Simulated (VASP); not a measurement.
# SnCl (I-4m2) in VASP: single point with PBE

Aim: the single point of SnCl with PBE.

Program: VASP 6.6.1. These are calculated values, not measurements. Logs are shortened: lines on timing, memory, paths and dates and some standing lists are left out, and cuts for length are marked.

## 1. The cell of the first run

Symmetry: I-4m2, No. 119, tetragonal system. Conventional cell: a = 5.795 Å, b = 5.795 Å, c = 3.330 Å, α = 90.00°, β = 90.00°, γ = 90.00°. Within 4.0 Å of Sn (site symmetry -4m2) lie 8 Cl at 3.01 to 3.83 Å and 2 Sn at 3.33 Å. Within 4.0 Å of Cl (site symmetry -4m2) lie 8 Sn at 3.01 to 3.83 Å and 2 Cl at 3.33 Å.

The cell was generated, and may not be a known phase.

## 2. Single point, PBE

INCAR

```
PREC = Accurate ; ENCUT = 520
EDIFF = 1E-6 ; ISMEAR = 0
SIGMA = 0.1 ; LREAL = False
LASPH = True ; NELM = 100
ALGO = Normal ; ISIF = 2
LWAVE = False ; LCHARG = False
GGA = PE ; NBANDS = 18
```

KPOINTS

```
Automatic mesh
0
Gamma
  18 18 18
```

POSCAR

```
SnCl
1.0
   -2.8973146681      2.8973146681      1.6649743103
    2.8973146681     -2.8973146681      1.6649743103
    2.8973146681      2.8973146681     -1.6649743103
Sn Cl
1 1
Direct
    0.5000000000      0.5000000000      0.0000000000
    0.7500000000      0.2500000000      0.5000000000
```

Potentials or basis: VASP PAW PBE potentials, release 64 (Sn_d, Cl).

Launch:

```sh
cat potpaw_PBE.64/Sn_d/POTCAR potpaw_PBE.64/Cl/POTCAR > POTCAR
mpirun -np 1 vasp_std > vasp.out
```

OUTCAR:

```text
PREC = Accurate
   ENCUT = 520
   EDIFF = 1E-6
   ISMEAR = 0
   LREAL = False
   LASPH = True
   NELM = 100
   ISIF = 2
   GGA = PE

 ion  position               nearest neighbor table
   1  0.500  0.500  0.000-   2 3.01   2 3.01   2 3.01   2 3.01
   2  0.750  0.250  0.500-   1 3.01   1 3.01   1 3.01   1 3.01

  LATTYP: Found a body centered tetragonal cell.
 ALAT       =     5.7946293362
 C/A-ratio  =     0.5746611953

  Lattice vectors:

 A1 = (  -2.8973146681,   2.8973146681,   1.6649743103)
 A2 = (   2.8973146681,  -2.8973146681,   1.6649743103)
 A3 = (   2.8973146681,   2.8973146681,  -1.6649743103)

Analysis of symmetry for initial positions (statically):
=====================================================================
 Subroutine PRICEL returns:
 Original cell was already a primitive cell.

 Routine SETGRP: Setting up the symmetry group for a
 body centered tetragonal supercell.

 Subroutine GETGRP returns: Found  8 space group operations
 (whereof  8 operations were pure point group operations)
 out of a pool of 16 trial point group operations.

The static configuration has the point symmetry D_2d.

Analysis of symmetry for dynamics (positions and initial velocities):
=====================================================================
 Subroutine PRICEL returns:
 Original cell was already a primitive cell.

 Routine SETGRP: Setting up the symmetry group for a
 body centered tetragonal supercell.

 Subroutine GETGRP returns: Found  8 space group operations
 (whereof  8 operations were pure point group operations)
 out of a pool of 16 trial point group operations.

The dynamic configuration has the point symmetry D_2d.

 Subroutine INISYM returns: Found  8 space group operations
 (whereof  8 operations are pure point group operations),
 and found     1 'primitive' translations

----------------------------------------------------------------------------------------

                                     Primitive cell

  volume of cell :      55.9061

  direct lattice vectors                    reciprocal lattice vectors
    -2.897314668  2.897314668  1.664974310     0.000000000  0.172573592  0.300304934
     2.897314668 -2.897314668  1.664974310     0.172573592  0.000000000  0.300304934
     2.897314668  2.897314668 -1.664974310     0.172573592  0.172573592  0.000000000

  length of vectors
     4.422782385  4.422782385  4.422782385     0.346359204  0.346359204  0.244055915

  position of ions in fractional coordinates (direct lattice)
     0.500000000  0.500000000  0.000000000
     0.750000000  0.250000000  0.500000000

  ion indices of the primitive-cell ions
   primitive index   ion index
                 1           1
                 2           2

----------------------------------------------------------------------------------------

 KPOINTS: Automatic mesh

Automatic generation of k-mesh.
 Grid dimensions read from file:
 generate k-points for:   18   18   18

 Generating k-lattice:

  Cartesian coordinates                     Fractional coordinates (reciprocal lattice)
     0.000000000  0.009587422  0.016683607     0.055555556  0.000000000 -0.000000000
     0.009587422  0.000000000  0.016683607     0.000000000  0.055555556 -0.000000000
     0.009587422  0.009587422  0.000000000     0.000000000  0.000000000  0.055555556

  Length of vectors
     0.019242178  0.019242178  0.013558662

  Shift w.r.t. Gamma in fractional coordinates (k-lattice)
     0.000000000  0.000000000  0.000000000

 Subroutine IBZKPT returns following result:
 ===========================================

 Found    480 irreducible k-points:

 Following reciprocal coordinates:
            Coordinates               Weight
  0.000000  0.000000  0.000000      1.000000
  0.055556  0.000000 -0.000000      8.000000
  0.111111  0.000000 -0.000000      8.000000
  0.166667  0.000000  0.000000      8.000000
  0.222222  0.000000 -0.000000      8.000000
  0.277778  0.000000 -0.000000      8.000000
[... 16 lines left out ...]
 -0.277778  0.055556  0.000000     16.000000
 -0.222222  0.055556 -0.000000     16.000000
 [... further k-points ...]
   k-points           NKPTS =    480   k-points in BZ     NKDIM =    480   number of bands    NBANDS=     18
   number of dos      NEDOS =    301   number of ions     NIONS =      2
   total plane-waves  NPLWV =  46656
   dimension x,y,z NGX =    36 NGY =   36 NGZ =   36
   dimension x,y,z NGXF=    72 NGYF=   72 NGZF=   72
   ions per type =               1   1
   NGX,Y,Z   is equivalent  to a cutoff of  13.53, 13.53, 13.53 a.u.
   NGXF,Y,Z  is equivalent  to a cutoff of  27.06, 27.06, 27.06 a.u.
 SYSTEM =  unknown system
   PREC   = accura    normal or accurate (medium, high low for compatibility)
   ISTART =      0    job   : 0-new  1-cont  2-samecut
   ICHARG =      2    charge: 1-file 2-atom 10-const
   ISPIN  =      1    spin polarized calculation?
   LNONCOLLINEAR =      F non collinear calculations
   LSORBIT =      F    spin-orbit coupling
   LASPH  =      T    aspherical Exc in radial PAW
   ENCUT  =  520.0 eV  38.22 Ry    6.18 a.u.   8.22  8.22  8.22*2*pi/ulx,y,z
   NELM   =    100;   NELMIN=  2; NELMDL= -5     # of ELM steps
   EDIFF  = 0.1E-05   stopping-criterion for ELM
   LREAL  =      F    real-space projection
   EDIFFG = 0.1E-04   stopping-criterion for IOM
   NSW    =      0    number of steps for IOM
   IBRION =     -1    ionic relax: 0-MD 1-quasi-New 2-CG
   NFREE  =      0    steps in history (QN), initial steepest desc. (CG)
   ISIF   =      2    stress and relaxation
   ISYM   =      2    0-nonsym 1-usesym 2-fastsym
   POTIM  = 0.5000    time-step for ionic-motion
   TEBEG  =    0.0;   TEEND  =   0.0 temperature during run
   PSTRESS=    0.0 pullay stress
   NELECT =      21.0000    total number of electrons
   NUPDOWN=      -1.0000    fix difference up-down
   EMIN   =  10.00;   EMAX   =-10.00  energy-range for DOS
   EFERMI =   0.00;   METHOD = LEGACY
   ISMEAR =     0;   SIGMA  =   0.10  broadening in eV -4-tet -1-fermi 0-gaus
   EFERMI_NEDOS =   21; number of points for ismear=-14 and -15
   IALGO  =     38    algorithm
   IMIX   =      4    mixing-type and parameters
     AMIX     =   0.40;   BMIX     =  1.00
     AMIX_MAG =   1.60;   BMIX_MAG =  1.00
  volume/ion in A,a.u.               =      27.95       188.64
  Fermi-wavevector in a.u.,A,eV,Ry     =   1.181213  2.232169 18.983729  1.395265
  Thomas-Fermi vector in A             =   2.317491
   LORBIT       =      0    0 simple, 1 ext, 2 COOP (PROOUT), +10 PAW based schemes
   GGA     = PE    functional components
   LHFCALC =     F    Hartree Fock is set to
   AEXX    =    0.0000 exact exchange contribution
   IVDW    =     0    specifies the selected vdW correction
   LEPSILON=     F    determine dielectric tensor
   LRPA    =     F    only Hartree local field effects (RPA)
 non-spin polarized calculation
 Gauss-broadening in eV      SIGMA  =   0.10
  energy-cutoff  :      520.00
  volume of cell :       55.91
 maximum number of plane-waves:      1526
 NGX is ok and might be reduce to    36
   NGX = 17   NGY = 17   NGZ = 17

 number of electron      21.0000006 magnetization

 Free energy of the ion-electron system (eV)
  ---------------------------------------------------
  ext. energy  EPLUGINS =         0.00000000
  ---------------------------------------------------
  free energy    TOTEN  =        -6.52445519 eV

  energy without entropy =       -6.52070330  energy(sigma->0) =       -6.52257924

 E-fermi :   5.5014     XC(G=0):  -9.1719

 val. band max:        5.4826616660   @ k =  -0.3333   0.3889   0.1667
 cond. band min:       5.5039211545   @ k =  -0.4444   0.2778   0.0556
 fundamental gap:      0.0212594885
 Fermi energy:         5.5013798851

 k-point     1 :       0.0000    0.0000    0.0000
  band No.  band energies     occupation
      1     -16.8220      2.00000
      2     -16.8055      2.00000
      3     -16.6843      2.00000
      4     -16.6332      2.00000
      5     -16.6332      2.00000
      6     -11.0046      2.00000
[... 10 lines left out ...]
     17      15.3079      0.00000
     18      15.3648      0.00000

 k-point     2 :       0.0556    0.0000   -0.0000
  band No.  band energies     occupation
      1     -16.8215      2.00000
      2     -16.8056      2.00000
      3     -16.6798      2.00000
      4     -16.6347      2.00000
      5     -16.6347      2.00000
      6     -10.9883      2.00000
[... 10 lines left out ...]
     17      14.9767      0.00000
     18      15.0202      0.00000

 k-point     3 :       0.1111    0.0000   -0.0000
  band No.  band energies     occupation
      1     -16.8204      2.00000
      2     -16.8057      2.00000
      3     -16.6665      2.00000
      4     -16.6389      2.00000
      5     -16.6389      2.00000
      6     -10.9408      2.00000
[... 10 lines left out ...]
     17      14.2774      0.00000
     18      15.0633      0.00000

 k-point     4 :       0.1667    0.0000    0.0000
  band No.  band energies     occupation
      1     -16.8186      2.00000
      2     -16.8059      2.00000
      3     -16.6472      2.00000
      4     -16.6453      2.00000
      5     -16.6444      2.00000
      6     -10.8667      2.00000
[... 375 lines left out ...]
      4     -16.6613      2.00000
      5     -16.5940      2.00000
      6     -10.6536      2.00000
[... 10 lines left out ...]
     17      15.0206      0.00000
     18      16.1816      0.00000

 k-point    23 :      -0.2778    0.0556    0.0000
  band No.  band energies     occupation
      1     -16.8157      2.00000
      2     -16.8067      2.00000
      3     -16.6538      2.00000
      4     -16.6529      2.00000
      5     -16.6206      2.00000
      6     -10.7549      2.00000
[... 10 lines left out ...]
     17      14.5573      0.00000
     18      15.9450      0.00000

 k-point    24 :      -0.2222    0.0556   -0.0000
  band No.  band energies     occupation
      1     -16.8179      2.00000
      2     -16.8064      2.00000
      3     -16.6474      2.00000
      4     -16.6452      2.00000
      5     -16.6438      2.00000
      6     -10.8492      2.00000
[... 10 lines left out ...]
     17      14.0079      0.00000
     18      15.6096      0.00000

 [... further k-points ...]
[... 5 lines left out ...]
  --------------------------------------------------------------------------------------
  -------------------------------------------------------------------------------------
  Total       -0.0225241     -0.0225241     -0.0286588      0.0000000      0.0000000     -0.0000000
  in kB       -0.6455042     -0.6455042     -0.8213151      0.0000000      0.0000000     -0.0000000
  external PRESSURE =      -0.7041078 kB  Pullay stress =       0.0000000 kB

 VOLUME and BASIS-vectors are now :
 -----------------------------------------------------------------------------
  energy-cutoff  :      520.00
  volume of cell :       55.91
      direct lattice vectors                 reciprocal lattice vectors
    -2.897314668  2.897314668  1.664974310     0.000000000  0.172573592  0.300304934
     2.897314668 -2.897314668  1.664974310     0.172573592  0.000000000  0.300304934
     2.897314668  2.897314668 -1.664974310     0.172573592  0.172573592  0.000000000

 POSITION                                       TOTAL-FORCE (eV/Angst)
 -----------------------------------------------------------------------------------
      0.00000      0.00000      1.66497        -0.000000      0.000000     -0.000000
      0.00000      2.89731      0.83249         0.000000     -0.000000      0.000000
 -----------------------------------------------------------------------------------
    total drift:                                0.000000     -0.000000      0.000000

  FREE ENERGIE OF THE ION-ELECTRON SYSTEM (eV)
  ---------------------------------------------------
  free  energy   TOTEN  =        -6.5244551925 eV

  energy  without entropy=       -6.5207032966  energy(sigma->0) =       -6.52257924
```

Wall time 5.2 min (1 thread of Intel Xeon Platinum 8259CL at 2.50GHz (Skylake/Cascade Lake), shared host); peak memory 0.55 GiB.

What came out:

```
Free energy            : -6.5245 eV
Pressure               : -0.1 GPa
Band gap on the k mesh : zero (an odd number of electrons rules out a gap without spin polarisation)
```

Caveat: spin-orbit coupling is left out, which moves the levels of the heavy elements; an odd number of electrons without spin polarisation forces a metal; a magnetic or distorted state may lie lower.

The gap in the log of VASP goes by the Fermi energy; the results here count the filled bands.